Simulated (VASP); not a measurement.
LiNbO3:

```xyz
5
Lattice="3.9332 0.0000 0.0000 0.0000 3.9332 0.0000 0.0000 0.0000 3.9332" Properties=species:S:1:pos:R:3 pbc="T T T"
Li    0.0000    0.0000    0.0000
Nb    1.9666    1.9666    1.9666
O     1.9666    1.9666    0.0000
O     1.9666    0.0000    1.9666
O     0.0000    1.9666    1.9666
```

Base run:

| Property | Result |
| --- | --- |
| Program | VASP 6.6.1 |
| Functional | r2SCAN |
| Potentials or basis | VASP PAW PBE potentials, release 64 (Li_sv, Nb_sv, O) |
| Cutoff | 520 eV |
| k mesh | 6 × 6 × 6 |
| Occupations | gaussian, width 0.01 eV |
| Spin | no spin polarisation |

Its results: band gap on the k mesh 2.11 eV (least direct gap 2.95 eV).

The run is repeated on the same cell with these changes: functional from r2SCAN to HSE06; k mesh from 6 × 6 × 6 to 4 × 4 × 4. What comes out?

Band gap on the k mesh 2.97 eV (least direct gap 3.87 eV).

Several settings changed at once.

A k mesh can miss the band edges.
